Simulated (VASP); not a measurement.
Wanted: the native input for a VASP 6.6.1 run.

| Item | Value |
| --- | --- |
| Task | single point |
| Functional | PBE |
| Potentials or basis | VASP PAW PBE potentials, release 64 (Rb_sv, Br) |
| Cutoff | 500 eV |
| k mesh | 6 × 6 × 6 |
| Occupations | gaussian, width 0.01 eV |
| Spin | no spin polarisation |
| Dipole correction | no |
| Further INCAR settings | ALGO = Normal; EDIFF = 1e-06; NBANDS = 15 |

The structure of RbBr lies in POSCAR:

```
RbBr
1.0
    0.0000000000      3.5087293501      3.5087293501
    3.5087293501      0.0000000000      3.5087293501
    3.5087293501      3.5087293501      0.0000000000
Rb Br
1 1
Direct
    0.0000000000      0.0000000000      0.0000000000
    0.5000000000      0.5000000000      0.5000000000
```

These files were run (other wordings do the same):

INCAR

```
  PREC = Accurate
  ENCUT = 500
  EDIFF = 1E-6
  ISMEAR = 0
  SIGMA = 0.01
  LREAL = False
  LASPH = True
  NELM = 120
  ALGO = Normal
  ISIF = 2
  LWAVE = False
  LCHARG = False
  GGA = PE
  NBANDS = 15
  GGA_COMPAT = False
```

KPOINTS

```
Automatic mesh
0
Gamma
  6 6 6
```

Potentials or basis: VASP PAW PBE potentials, release 64 (Rb_sv, Br).

Run with:

```sh
$ cat potpaw_PBE.64/Rb_sv/POTCAR potpaw_PBE.64/Br/POTCAR > POTCAR
$ mpirun -np 1 vasp_std > vasp.out
```

Results of the run:

```json
{
 "Pressure": "0.0 GPa",
 "Band gap on the k mesh": "4.19 eV"
}
```

It took 33 s on 1 thread of Intel Xeon 8259CL, with other jobs on the host, peak memory 0.21 GiB.
